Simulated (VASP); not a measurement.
# GaIr2 (P4/mmm) in VASP: notebook

The runs below take GaIr2 through single point, relaxation of cell and atoms, with PBE.

Everything below comes from runs of VASP 6.6.1. Logs are shortened: lines on timing, memory, paths and dates and some standing lists are left out, and cuts for length are marked.

**1. The cell of the first run**

It takes space group P4/mmm (No. 123, tetragonal). The conventional cell has a = 2.792 Å, b = 2.792 Å, c = 5.335 Å, α = 90.00°, β = 90.00°, γ = 90.00°. Within 3.2 Å of Ga (site symmetry 4/mmm) lie 8 Ir at 2.44 Å and 4 Ga at 2.79 Å. Within 3.2 Å of Ir (site symmetry 4mm) lie 4 Ga at 2.44 Å and 6 Ir at 2.45 to 2.88 Å.

The cell was generated, and may not be a known phase.

**2. Single point, PBE**

INCAR

```
SYSTEM = GaIr2
PREC = Accurate
ENCUT = 520
EDIFF = 1E-7
ISMEAR = 0
SIGMA = 0.1
LREAL = .FALSE.
LASPH = .TRUE.
NELM = 80
ALGO = Normal
ISIF = 2
LWAVE = .FALSE.
LCHARG = .FALSE.
GGA = PE
NBANDS = 22
```

KPOINTS

```
Automatic mesh
0
G
  6 6 4
  0 0 0
```

POSCAR

```
GaIr2
1.0
    2.7923539300      0.0000000000      0.0000000000
    0.0000000000      2.7923539300      0.0000000000
    0.0000000000      0.0000000000      5.3350187300
Ga Ir
1 2
Direct
    0.0000000000      0.0000000000      0.0000000000
    0.5000000000      0.5000000000      0.2700000100
    0.5000000000      0.5000000000      0.7299999900
```

Potentials or basis: VASP PAW PBE potentials, release 64 (Ga_d, Ir).

Started as:

```sh
> cat potpaw_PBE.64/Ga_d/POTCAR potpaw_PBE.64/Ir/POTCAR > POTCAR
> mpirun -np 1 vasp_std > vasp.out
```

OUTCAR:

```text
SYSTEM = GaIr2
   PREC = Accurate
   ENCUT = 520
   EDIFF = 1E-7
   ISMEAR = 0
   LREAL = .FALSE.
   LASPH = .TRUE.
   NELM = 80
   ISIF = 2
   GGA = PE

 ion  position               nearest neighbor table
   1  0.000  0.000  0.000-   2 2.44   3 2.44   2 2.44   3 2.44   2 2.44   3 2.44   2 2.44   3 2.44

   2  0.500  0.500  0.270-   1 2.44   1 2.44   1 2.44   1 2.44   3 2.45   3 2.88
   3  0.500  0.500  0.730-   1 2.44   1 2.44   1 2.44   1 2.44   2 2.45   2 2.88

  LATTYP: Found a simple tetragonal cell.
 ALAT       =     2.7923539300
 C/A-ratio  =     1.9105811311

  Lattice vectors:

 A1 = (   2.7923539300,   0.0000000000,   0.0000000000)
 A2 = (   0.0000000000,   2.7923539300,   0.0000000000)
 A3 = (   0.0000000000,   0.0000000000,   5.3350187300)

Analysis of symmetry for initial positions (statically):
=====================================================================
 Subroutine PRICEL returns:
 Original cell was already a primitive cell.

 Routine SETGRP: Setting up the symmetry group for a
 simple tetragonal supercell.

 Subroutine GETGRP returns: Found 16 space group operations
 (whereof 16 operations were pure point group operations)
 out of a pool of 16 trial point group operations.

The static configuration has the point symmetry D_4h.

Analysis of symmetry for dynamics (positions and initial velocities):
=====================================================================
 Subroutine PRICEL returns:
 Original cell was already a primitive cell.

 Routine SETGRP: Setting up the symmetry group for a
 simple tetragonal supercell.

 Subroutine GETGRP returns: Found 16 space group operations
 (whereof 16 operations were pure point group operations)
 out of a pool of 16 trial point group operations.

The dynamic configuration has the point symmetry D_4h.

 Subroutine INISYM returns: Found 16 space group operations
 (whereof 16 operations are pure point group operations),
 and found     1 'primitive' translations

----------------------------------------------------------------------------------------

                                     Primitive cell

  volume of cell :      41.5984

  direct lattice vectors                    reciprocal lattice vectors
     2.792353930  0.000000000  0.000000000     0.358120792  0.000000000  0.000000000
     0.000000000  2.792353930  0.000000000     0.000000000  0.358120792  0.000000000
     0.000000000  0.000000000  5.335018730     0.000000000  0.000000000  0.187440766

  length of vectors
     2.792353930  2.792353930  5.335018730     0.358120792  0.358120792  0.187440766

  position of ions in fractional coordinates (direct lattice)
     0.000000000  0.000000000  0.000000000
     0.500000000  0.500000000  0.270000010
     0.500000000  0.500000000  0.729999990

  ion indices of the primitive-cell ions
   primitive index   ion index
                 1           1
                 2           2
                 3           3

----------------------------------------------------------------------------------------

 KPOINTS: Automatic mesh

Automatic generation of k-mesh.
 Grid dimensions read from file:
 generate k-points for:    6    6    4

 Generating k-lattice:

  Cartesian coordinates                     Fractional coordinates (reciprocal lattice)
     0.059686799  0.000000000  0.000000000     0.166666667  0.000000000  0.000000000
     0.000000000  0.059686799  0.000000000     0.000000000  0.166666667  0.000000000
     0.000000000  0.000000000  0.046860192     0.000000000  0.000000000  0.250000000

  Length of vectors
     0.059686799  0.059686799  0.046860192

  Shift w.r.t. Gamma in fractional coordinates (k-lattice)
     0.000000000  0.000000000  0.000000000

 Subroutine IBZKPT returns following result:
 ===========================================

 Found     30 irreducible k-points:

 Following reciprocal coordinates:
            Coordinates               Weight
  0.000000  0.000000  0.000000      1.000000
  0.166667  0.000000  0.000000      4.000000
  0.333333  0.000000  0.000000      4.000000
  0.500000  0.000000  0.000000      2.000000
  0.166667  0.166667  0.000000      4.000000
  0.333333  0.166667  0.000000      8.000000
[... 16 lines left out ...]
  0.333333  0.000000  0.500000      4.000000
  0.500000  0.000000  0.500000      2.000000
 [... further k-points ...]
   k-points           NKPTS =     30   k-points in BZ     NKDIM =     30   number of bands    NBANDS=     22
   number of dos      NEDOS =    301   number of ions     NIONS =      3
   total plane-waves  NPLWV =  23040
   dimension x,y,z NGX =    24 NGY =   24 NGZ =   40
   dimension x,y,z NGXF=    48 NGYF=   48 NGZF=   80
   ions per type =               1   2
   NGX,Y,Z   is equivalent  to a cutoff of  14.29, 14.29, 12.46 a.u.
   NGXF,Y,Z  is equivalent  to a cutoff of  28.58, 28.58, 24.93 a.u.
 SYSTEM =  GaIr2
   PREC   = accura    normal or accurate (medium, high low for compatibility)
   ISTART =      0    job   : 0-new  1-cont  2-samecut
   ICHARG =      2    charge: 1-file 2-atom 10-const
   ISPIN  =      1    spin polarized calculation?
   LNONCOLLINEAR =      F non collinear calculations
   LSORBIT =      F    spin-orbit coupling
   LASPH  =      T    aspherical Exc in radial PAW
   ENCUT  =  520.0 eV  38.22 Ry    6.18 a.u.   5.19  5.19  9.92*2*pi/ulx,y,z
   NELM   =     80;   NELMIN=  2; NELMDL= -5     # of ELM steps
   EDIFF  = 0.1E-06   stopping-criterion for ELM
   LREAL  =      F    real-space projection
   EDIFFG = 0.1E-05   stopping-criterion for IOM
   NSW    =      0    number of steps for IOM
   IBRION =     -1    ionic relax: 0-MD 1-quasi-New 2-CG
   NFREE  =      0    steps in history (QN), initial steepest desc. (CG)
   ISIF   =      2    stress and relaxation
   ISYM   =      2    0-nonsym 1-usesym 2-fastsym
   POTIM  = 0.5000    time-step for ionic-motion
   TEBEG  =    0.0;   TEEND  =   0.0 temperature during run
   PSTRESS=    0.0 pullay stress
   NELECT =      31.0000    total number of electrons
   NUPDOWN=      -1.0000    fix difference up-down
   EMIN   =  10.00;   EMAX   =-10.00  energy-range for DOS
   EFERMI =   0.00;   METHOD = LEGACY
   ISMEAR =     0;   SIGMA  =   0.10  broadening in eV -4-tet -1-fermi 0-gaus
   EFERMI_NEDOS =   21; number of points for ismear=-14 and -15
   IALGO  =     38    algorithm
   IMIX   =      4    mixing-type and parameters
     AMIX     =   0.40;   BMIX     =  1.00
     AMIX_MAG =   1.60;   BMIX_MAG =  1.00
  volume/ion in A,a.u.               =      13.87        93.57
  Fermi-wavevector in a.u.,A,eV,Ry     =   1.484236  2.804800 29.973062  2.202958
  Thomas-Fermi vector in A             =   2.597798
   LORBIT       =      0    0 simple, 1 ext, 2 COOP (PROOUT), +10 PAW based schemes
   GGA     = PE    functional components
   LHFCALC =     F    Hartree Fock is set to
   AEXX    =    0.0000 exact exchange contribution
   IVDW    =     0    specifies the selected vdW correction
   LEPSILON=     F    determine dielectric tensor
   LRPA    =     F    only Hartree local field effects (RPA)
 non-spin polarized calculation
 Gauss-broadening in eV      SIGMA  =   0.10
  energy-cutoff  :      520.00
  volume of cell :       41.60
 maximum number of plane-waves:      1140
 NGX is ok and might be reduce to    24
   NGX = 11   NGY = 11   NGZ = 19

 number of electron      30.9999993 magnetization

 Free energy of the ion-electron system (eV)
  ---------------------------------------------------
  ext. energy  EPLUGINS =         0.00000000
  ---------------------------------------------------
  free energy    TOTEN  =       -19.12663275 eV

  energy without entropy =      -19.10200154  energy(sigma->0) =      -19.11431715

 E-fermi :   9.1423     XC(G=0): -13.4730

 val. band max:        9.1145177890   @ k =   0.3333   0.3333   0.2500
 cond. band min:       9.1509449524   @ k =   0.5000   0.3333   0.5000
 fundamental gap:      0.0364271635
 Fermi energy:         9.1422772469

 k-point     1 :       0.0000    0.0000    0.0000
  band No.  band energies     occupation
      1      -5.9203      2.00000
      2      -5.7112      2.00000
      3      -5.4681      2.00000
      4      -5.4681      2.00000
      5      -5.4534      2.00000
      6      -3.0489      2.00000
[... 14 lines left out ...]
     21      20.7514      0.00000
     22      21.6526      0.00000

 k-point     2 :       0.1667    0.0000    0.0000
  band No.  band energies     occupation
      1      -5.8593      2.00000
      2      -5.6290      2.00000
      3      -5.5354      2.00000
      4      -5.5009      2.00000
      5      -5.4754      2.00000
      6      -2.4986      2.00000
[... 14 lines left out ...]
     21      21.3638      0.00000
     22      22.0628      0.00000

 k-point     3 :       0.3333    0.0000    0.0000
  band No.  band energies     occupation
      1      -5.7926      2.00000
      2      -5.6607      2.00000
      3      -5.5932      2.00000
      4      -5.4909      2.00000
      5      -5.4286      2.00000
      6      -1.0456      2.00000
[... 14 lines left out ...]
     21      19.9223      0.00000
     22      20.6432      0.00000

 k-point     4 :       0.5000    0.0000    0.0000
  band No.  band energies     occupation
      1      -5.7709      2.00000
      2      -5.7196      2.00000
      3      -5.6382      2.00000
      4      -5.4992      2.00000
      5      -5.3265      2.00000
      6       0.5887      2.00000
[... 14 lines left out ...]
     21      18.2962      0.00000
     22      21.8843      0.00000

 k-point     5 :       0.1667    0.1667    0.0000
  band No.  band energies     occupation
      1      -5.7643      2.00000
      2      -5.5899      2.00000
      3      -5.5522      2.00000
      4      -5.5449      2.00000
      5      -5.5258      2.00000
      6      -1.9717      2.00000
[... 14 lines left out ...]
     21      22.2047      0.00000
     22      22.6295      0.00000

 k-point     6 :       0.3333    0.1667    0.0000
  band No.  band energies     occupation
      1      -5.6683      2.00000
      2      -5.6567      2.00000
      3      -5.6497      2.00000
      4      -5.5390      2.00000
      5      -5.4240      2.00000
      6      -0.6106      2.00000
[... 14 lines left out ...]
     21      18.9272      0.00000
     22      19.9696      0.00000

 k-point     7 :       0.5000    0.1667    0.0000
  band No.  band energies     occupation
      1      -5.7105      2.00000
      2      -5.7033      2.00000
      3      -5.6390      2.00000
      4      -5.5437      2.00000
      5      -5.3269      2.00000
      6       0.7866      2.00000
[... 324 lines left out ...]
      6       2.1048      2.00000
[... 14 lines left out ...]
     21      15.7553      0.00000
     22      17.0469      0.00000

 k-point    21 :       0.0000    0.0000    0.5000
  band No.  band energies     occupation
      1      -5.9191      2.00000
      2      -5.6928      2.00000
      3      -5.4700      2.00000
      4      -5.4700      2.00000
      5      -5.4533      2.00000
      6      -2.5158      2.00000
[... 14 lines left out ...]
     21      19.2960      0.00000
     22      21.7431      0.00000

 k-point    22 :       0.1667    0.0000    0.5000
  band No.  band energies     occupation
      1      -5.8573      2.00000
      2      -5.6164      2.00000
      3      -5.5413      2.00000
      4      -5.4997      2.00000
      5      -5.4769      2.00000
      6      -2.0112      2.00000
[... 14 lines left out ...]
     21      19.7254      0.00000
     22      20.0955      0.00000

 k-point    23 :       0.3333    0.0000    0.5000
  band No.  band energies     occupation
      1      -5.7882      2.00000
      2      -5.6698      2.00000
      3      -5.5902      2.00000
      4      -5.4920      2.00000
      5      -5.4247      2.00000
      6      -0.6396      2.00000
[... 14 lines left out ...]
     21      18.9818      0.00000
     22      21.5069      0.00000

 k-point    24 :       0.5000    0.0000    0.5000
  band No.  band energies     occupation
      1      -5.7655      2.00000
      2      -5.7286      2.00000
      3      -5.6344      2.00000
      4      -5.5001      2.00000
      5      -5.3252      2.00000
      6       0.8559      2.00000
[... 14 lines left out ...]
     21      20.0069      0.00000
     22      21.4397      0.00000

 [... further k-points ...]

------------------------ aborting loop because EDIFF is reached ----------------------------------------

  FORCE on cell =-STRESS in cart. coord.  units (eV):
  Direction    XX          YY          ZZ          XY          YZ          ZX
  --------------------------------------------------------------------------------------
  -------------------------------------------------------------------------------------
  Total       10.3104948     10.3104948     11.8872719      0.0000000     -0.0000000      0.0000000
  in kB      397.1121838    397.1121838    457.8422860      0.0000000     -0.0000000      0.0000000
  external PRESSURE =     417.3555512 kB  Pullay stress =       0.0000000 kB

 VOLUME and BASIS-vectors are now :
 -----------------------------------------------------------------------------
  energy-cutoff  :      520.00
  volume of cell :       41.60
      direct lattice vectors                 reciprocal lattice vectors
     2.792353930  0.000000000  0.000000000     0.358120792  0.000000000  0.000000000
     0.000000000  2.792353930  0.000000000     0.000000000  0.358120792  0.000000000
     0.000000000  0.000000000  5.335018730     0.000000000  0.000000000  0.187440766

 POSITION                                       TOTAL-FORCE (eV/Angst)
 -----------------------------------------------------------------------------------
      0.00000      0.00000      0.00000        -0.000000     -0.000000      0.000000
      1.39618      1.39618      1.44046        -0.000000     -0.000000      2.073435
      1.39618      1.39618      3.89456         0.000000      0.000000     -2.073435
 -----------------------------------------------------------------------------------
    total drift:                                0.000000     -0.000000      0.000000

  FREE ENERGIE OF THE ION-ELECTRON SYSTEM (eV)
  ---------------------------------------------------
  free  energy   TOTEN  =       -19.1266327518 eV

  energy  without entropy=      -19.1020015396  energy(sigma->0) =      -19.11431715
```

Wall time 16 s (1 thread of Oxide Virtual Turin-like, shared host); peak memory 0.14 GiB.

What came out:

| Quantity | Value |
| --- | --- |
| Free energy | -19.1266 eV |
| Pressure | 41.7 GPa |
| Largest force | 2.073 eV/Å |
| Band gap on the k mesh | zero (an odd number of electrons rules out a gap without spin polarisation) |

Forces in eV/Å, atoms in the order of the input:
```
Ga   0.000  0.000  0.000
Ir   0.000  0.000  2.073
Ir   0.000  0.000 -2.073
```

Stress tensor (GPa, compression positive):
```
39.71  0.00  0.00
 0.00 39.71  0.00
 0.00  0.00 45.78
```

Caveat: the k points lie up to 0.38 Å⁻¹ apart, too coarse for converged energies and pressures of a metal; spin-orbit coupling is left out, which moves the levels of the heavy elements; forces of over 1 eV/Å act on the atoms, so gaps and moduli don't describe the material at rest.

(Part 1 of 2 ends here.)

The gap in the log of VASP goes by the Fermi energy; the results here count the filled bands.